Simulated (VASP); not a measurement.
# Si4C3 in VASP: notebook

Si4C3 is run at these levels: PBE; tasks: single point.

Everything below comes from runs of VASP 6.6.1. Logs are shortened: lines on timing, memory, paths and dates and some standing lists are left out, and cuts for length are marked.

## Step 1: The cell of the first run

The cell holds a slab with vacuum, 7 atoms: a = 3.097 Å, b = 3.097 Å, c = 21.114 Å, α = 90.00°, β = 90.00°, γ = 120.00°.

## Step 2: Single point, PBE, collinear spin

Contents of INCAR:

```
SYSTEM = Si4C3
PREC = Accurate ; ENCUT = 520
EDIFF = 1E-7 ; ISMEAR = 0
SIGMA = 0.05 ; LREAL = .FALSE.
LASPH = .TRUE. ; NELM = 150
ALGO = Normal ; ISIF = 2
LWAVE = .FALSE. ; LCHARG = .TRUE.
ISPIN = 2 ; MAGMOM = 0 0 0 0 0 0 2
LORBIT = 11 ; LDIPOL = .TRUE.
IDIPOL = 3 ; DIPOL = 0.5 0.5 0.359
GGA = PE ; LELF = .TRUE.
LVHAR = .TRUE. ; LVACPOTAV = .TRUE.
NBANDS = 27
```

Contents of KPOINTS:

```
Automatic mesh
0
G
  9 9 1
  0 0 0
```

Contents of POSCAR:

```
Si4C3
1.0
    3.0967389913      0.0000000000      0.0000000000
   -1.5483694956      2.6818546353      0.0000000000
    0.0000000000      0.0000000000     21.1135575009
C Si
3 4
Direct
    0.0000000000      0.0000000000      0.1894517302
    0.3333333333      0.6666666667      0.3092078063
    0.6666666667      0.3333333333      0.4307637748
    0.3333333333      0.6666666667      0.2193907492
    0.6666666667      0.3333333333      0.3368742035
    0.0000000000      0.0000000000      0.4553262756
    0.0000000000      0.0000000000      0.5709507897
```

Potentials or basis: VASP PAW PBE potentials, release 64 (C, Si).

Command:

```sh
> cat potpaw_PBE.64/C/POTCAR potpaw_PBE.64/Si/POTCAR > POTCAR
> mpirun -np 1 vasp_std > vasp.out
```

OUTCAR:

```text
SYSTEM = Si4C3
   PREC = Accurate
   ENCUT = 520
   EDIFF = 1E-7
   ISMEAR = 0
   LREAL = .FALSE.
   LASPH = .TRUE.
   NELM = 150
   ISIF = 2
   ISPIN = 2
   LORBIT = 11
   GGA = PE

 ion  position               nearest neighbor table
   1  0.000  0.000  0.189-   4 1.90   4 1.90   4 1.90
   2  0.333  0.667  0.309-   5 1.88   5 1.88   5 1.88   4 1.90
   3  0.667  0.333  0.431-   6 1.86   6 1.86   6 1.86   5 1.98
   4  0.333  0.667  0.219-   1 1.90   1 1.90   1 1.90   2 1.90   5 3.06   5 3.06   5 3.06
   5  0.667  0.333  0.337-   2 1.88   2 1.88   2 1.88   3 1.98   4 3.06   4 3.06   4 3.06   6 3.07
                             6 3.07   6 3.07
   6  0.000  0.000  0.455-   3 1.86   3 1.86   3 1.86   7 2.44   5 3.07   5 3.07   5 3.07
   7  0.000  0.000  0.571-   6 2.44

  LATTYP: Found a hexagonal cell.
 ALAT       =     3.0967389913
 C/A-ratio  =     6.8179971125

  Lattice vectors:

 A1 = (   3.0967389913,   0.0000000000,   0.0000000000)
 A2 = (  -1.5483694956,   2.6818546353,   0.0000000000)
 A3 = (   0.0000000000,   0.0000000000,  21.1135575009)

Analysis of symmetry for initial positions (statically):
=====================================================================
 Subroutine PRICEL returns:
 Original cell was already a primitive cell.

 Routine SETGRP: Setting up the symmetry group for a
 hexagonal supercell.

 Subroutine GETGRP returns: Found  6 space group operations
 (whereof  6 operations were pure point group operations)
 out of a pool of 24 trial point group operations.

The static configuration has the point symmetry C_3v.

Analysis of symmetry for dynamics (positions and initial velocities):
=====================================================================
 Subroutine PRICEL returns:
 Original cell was already a primitive cell.

 Routine SETGRP: Setting up the symmetry group for a
 hexagonal supercell.

 Subroutine GETGRP returns: Found  6 space group operations
 (whereof  6 operations were pure point group operations)
 out of a pool of 24 trial point group operations.

The dynamic configuration has the point symmetry C_3v.

Analysis of structural, dynamic, and magnetic symmetry:
=====================================================================
 Subroutine PRICEL returns:
 Original cell was already a primitive cell.

 Routine SETGRP: Setting up the symmetry group for a
 hexagonal supercell.
[... 146 lines left out ...]

 dipolmoment           0.000000      0.000000     -0.057736 electrons x Angstroem

 Free energy of the ion-electron system (eV)
  ---------------------------------------------------
  ext. energy  EPLUGINS =         0.00000000
  ---------------------------------------------------
  free energy    TOTEN  =       -46.53303298 eV

  energy without entropy =      -46.52005650  energy(sigma->0) =      -46.52654474

 E-fermi :   0.6158     XC(G=0):  -5.9768

 val. band max:        0.6008690098   @ k =   0.4444   0.1111   0.0000
 cond. band min:       0.6235110280   @ k =   0.2222   0.2222   0.0000
 fundamental gap:      0.0226420181
 Fermi energy:         0.6158018909

 spin component 1

 k-point     1 :       0.0000    0.0000    0.0000
  band No.  band energies     occupation
      1     -15.0902      1.00000
      2     -13.8137      1.00000
      3     -11.9501      1.00000
      4      -8.9626      1.00000
      5      -6.7222      1.00000
      6      -4.0262      1.00000
[... 337 lines left out ...]
     25       9.6658      0.00000
     26      10.0704      0.00000
 Fermi energy:         0.6158018909

 spin component 2

 k-point     1 :       0.0000    0.0000    0.0000
  band No.  band energies     occupation
      1     -15.0902      1.00000
      2     -13.8137      1.00000
      3     -11.9501      1.00000
      4      -8.9626      1.00000
      5      -6.7222      1.00000
      6      -4.0262      1.00000
[... 337 lines left out ...]
     25       9.6658      0.00000
     26      10.0704      0.00000
 [bands above 26 left out]

------------------------ aborting loop because EDIFF is reached ----------------------------------------

  FORCE on cell =-STRESS in cart. coord.  units (eV):
  Direction    XX          YY          ZZ          XY          YZ          ZX
  --------------------------------------------------------------------------------------
  -------------------------------------------------------------------------------------
  Total       -1.8192631     -1.8192631     -0.1328074     -0.0000000      0.0000000     -0.0000000
  in kB      -16.6228254    -16.6228254     -1.2134774     -0.0000000      0.0000000     -0.0000000
  external PRESSURE =     -11.4863760 kB  Pullay stress =       0.0000000 kB

 VOLUME and BASIS-vectors are now :
 -----------------------------------------------------------------------------
  energy-cutoff  :      520.00
  volume of cell :      175.35
      direct lattice vectors                 reciprocal lattice vectors
     3.096738991  0.000000000  0.000000000     0.322920337  0.186438144  0.000000000
    -1.548369496  2.681854635  0.000000000     0.000000000  0.372876287  0.000000000
     0.000000000  0.000000000 21.113557501     0.000000000  0.000000000  0.047362933

 POSITION                                       TOTAL-FORCE (eV/Angst)
 -----------------------------------------------------------------------------------
      0.00000      0.00000      4.00000        -0.000000      0.000000      2.378910
     -0.00000      1.78790      6.52848         0.000000     -0.000000      0.348340
      1.54837      0.89395      9.09496         0.000000      0.000000     -1.705905
     -0.00000      1.78790      4.63212        -0.000000      0.000000     -3.088301
      1.54837      0.89395      7.11261        -0.000000      0.000000      0.803685
      0.00000      0.00000      9.61356        -0.000000     -0.000000      1.239887
      0.00000      0.00000     12.05480        -0.000000      0.000000      0.023385
 -----------------------------------------------------------------------------------
    total drift:                               -0.000000      0.000000      0.000096

  FREE ENERGIE OF THE ION-ELECTRON SYSTEM (eV)
  ---------------------------------------------------
  free  energy   TOTEN  =       -46.5330329850 eV

  energy  without entropy=      -46.5200564981  energy(sigma->0) =      -46.52654474

 vacuum level on the upper side and lower side of the slab         5.840         7.098

 total charge

# of ion       s       p       d       tot
------------------------------------------
    1        0.873   1.510   0.000   2.383
    2        0.847   1.695   0.000   2.542
    3        0.845   1.681   0.000   2.526
    4        0.709   0.954   0.000   1.662
    5        0.712   0.944   0.000   1.656
    6        0.722   0.974   0.000   1.696
    7        0.861   0.651   0.000   1.513
--------------------------------------------------
tot          5.569   8.409   0.000  13.978

 magnetization (x)

# of ion       s       p       d       tot
------------------------------------------
    1       -0.000  -0.000   0.000  -0.000
    2       -0.000  -0.000   0.000  -0.000
    3       -0.000  -0.000   0.000  -0.000
    4       -0.000  -0.000   0.000  -0.000
    5       -0.000  -0.000   0.000  -0.000
    6        0.000   0.000   0.000   0.000
    7        0.000  -0.000   0.000   0.000
--------------------------------------------------
tot         -0.000  -0.000   0.000  -0.000
```

OSZICAR:

```text
N       E                     dE             d eps       ncg     rms          rms(c)
DAV:   1     0.118202044183E+03    0.11820E+03   -0.10929E+04  1296   0.836E+02
DAV:   2    -0.373675780740E+02   -0.15557E+03   -0.14686E+03  1706   0.171E+02
DAV:   3    -0.525032330729E+02   -0.15136E+02   -0.14859E+02  1717   0.513E+01
DAV:   4    -0.530931143667E+02   -0.58988E+00   -0.58830E+00  1808   0.121E+01
[... 38 lines left out ...]
DAV:  43    -0.465330322576E+02   -0.37888E-06   -0.50075E-09  1224   0.212E-04    0.217E-04
DAV:  44    -0.465330326513E+02   -0.39368E-06   -0.58178E-09  1288   0.183E-04    0.660E-05
DAV:  45    -0.465330328121E+02   -0.16077E-06   -0.20062E-09  1223   0.103E-04    0.994E-05
DAV:  46    -0.465330329360E+02   -0.12389E-06   -0.21832E-09  1248   0.947E-05    0.550E-05
DAV:  47    -0.465330329850E+02   -0.49019E-07   -0.68166E-10  1248   0.618E-05
   1 F= -.46533033E+02 E0= -.46526545E+02  d E =-.129765E-01  mag=    -0.0000
```

Wall time 14 min (1 thread of AMD EPYC 7R13, shared host); peak memory 0.37 GiB.

Results:

- Free energy: -46.5330 eV
- Largest force: 3.088 eV/Å
- Band gap on the k mesh: zero (filled and empty bands overlap)
- Net moment: 0.00 μB per cell
- Valence electrons inside the program's atomic spheres: C 2.38, 2.54, 2.53; Si 1.66, 1.70, 1.51

Forces on the atoms (eV/Å):
```
C    0.000  0.000  2.379
C    0.000  0.000  0.348
C    0.000  0.000 -1.706
Si   0.000  0.000 -3.088
Si   0.000  0.000  0.804
Si   0.000  0.000  1.240
Si   0.000  0.000  0.023
```

## Step 3: Single point, PBE, collinear spin

Contents of INCAR:

```
SYSTEM = Si4C3
PREC = Accurate
ENCUT = 520
EDIFF = 1E-6
ISMEAR = 0
SIGMA = 0.05
LREAL = .FALSE.
LASPH = .TRUE.
NELM = 150
ALGO = Normal
ISIF = 2
LWAVE = .FALSE.
LCHARG = .FALSE.
ISPIN = 2
MAGMOM = 0 0 0 0 0 0 2
LORBIT = 11
LDIPOL = .TRUE.
IDIPOL = 3
DIPOL = 0.5 0.5 0.358
GGA = PE
NBANDS = 27
```

Contents of KPOINTS:

```
regular mesh
0
G
  9 9 1
  0 0 0
```

POSCAR: that of step 2 with these lines changed.

```diff
@@ -14,2 +14,2 @@
     0.0000000000      0.0000000000      0.4553262756
-    0.0000000000      0.0000000000      0.5709507897
+    0.3333333333      0.6666666667      0.5648485994
```

Potentials or basis: VASP PAW PBE potentials, release 64 (C, Si).

Command:

```sh
> cat potpaw_PBE.64/C/POTCAR potpaw_PBE.64/Si/POTCAR > POTCAR
> mpirun -np 1 vasp_std > vasp.out
```

Wall time 14 min (1 thread of AMD EPYC 7R13, shared host); peak memory 0.36 GiB.

It converged, with:

- Free energy: -46.2639 eV
- Largest force: 3.042 eV/Å
- Net moment: -0.86 μB per cell
- Site moments: C -0.38, -0.07, -0.01; Si +0.01, -0.00, +0.02 μB
- Valence electrons inside the program's atomic spheres: C 2.39, 2.54, 2.52; Si 1.67, 1.66, 1.64, 1.48

Forces on the atoms (eV/Å):
```
C    0.000  0.000  2.476
C    0.000  0.000  0.158
C    0.000  0.000 -2.142
Si   0.000  0.000 -3.042
Si   0.000  0.000  0.851
Si   0.000  0.000  1.694
Si   0.000  0.000  0.005
```

Levels at points of the mesh, in eV from the Fermi level:
Spin up:
| k point | band 10 | band 11 | band 12 | band 13 | band 14 | band 15 | band 16 | band 17 |
| --- | --- | --- | --- | --- | --- | --- | --- | --- |
| (0.00, 0.00, 0.00) | -1.67 | -1.45 | 0.00 | 0.00 | 0.06 | 3.84 | 4.48 | 5.08 |
Spin down:
| k point | band 12 | band 13 | band 14 | band 15 | band 16 | band 17 |
| --- | --- | --- | --- | --- | --- | --- |
| (0.00, 0.00, 0.00) | -0.66 | -0.41 | -0.41 | 3.85 | 4.43 | 5.03 |

## Step 4: Single point, PBE, collinear spin

Contents of INCAR:

```
PREC = Accurate
ENCUT = 520
EDIFF = 1E-6
ISMEAR = 0
SIGMA = 0.05
LREAL = F
LASPH = T
NELM = 150
ALGO = Normal
ISIF = 2
LWAVE = F
LCHARG = F
ISPIN = 2
MAGMOM = 0 0 0 0 0 0 2
LORBIT = 11
LDIPOL = T
IDIPOL = 3
DIPOL = 0.5 0.5 0.358
GGA = PE
NBANDS = 27
```

Contents of KPOINTS:

```
Automatic mesh
0
Gamma
  9 9 1
```

POSCAR: that of step 3 with these lines changed.

```diff
@@ -14,2 +14,2 @@
     0.0000000000      0.0000000000      0.4553262756
-    0.3333333333      0.6666666667      0.5648485994
+    0.6666666667      0.3333333333      0.5630159104
```

Command:

```sh
> cat potpaw_PBE.64/C/POTCAR potpaw_PBE.64/Si/POTCAR > POTCAR
> mpirun -np 1 vasp_std > vasp.out
```

It took 10 min on 1 thread of AMD EPYC 7R13, shared host; peak memory 0.36 GiB.

The run converged. Its results:

| Property | Result |
| --- | --- |
| Free energy | -46.0405 eV |
| Largest force | 3.350 eV/Å |
| Net moment | -0.81 μB per cell |
| Site moments | C -0.35, -0.06, -0.01; Si +0.01, -0.00 μB |
| Valence electrons inside the program's atomic spheres | C 2.39, 2.54, 2.53; Si 1.67, 1.66, 1.65, 1.48 |

Forces on the atoms (eV/Å):
```
C    0.000  0.000  2.628
C    0.000  0.000  0.548
C    0.000  0.000 -2.041
Si   0.000  0.000 -3.350
Si   0.000  0.000  0.276
Si   0.000  0.000  1.927
Si   0.000  0.000  0.012
```

Levels at points of the mesh, in eV from the Fermi level:
Spin up:
```
           k point  band 12  band 13  band 14  band 15  band 16  band 17
(0.00, 0.00, 0.00)    -0.20    -0.11    -0.11     3.25     3.72     4.52
```
Spin down:
```csv
k point,band 12,band 13,band 14,band 15,band 16,band 17
"(0.00, 0.00, 0.00)",-0.98,-0.48,-0.48,3.25,3.72,4.45
```
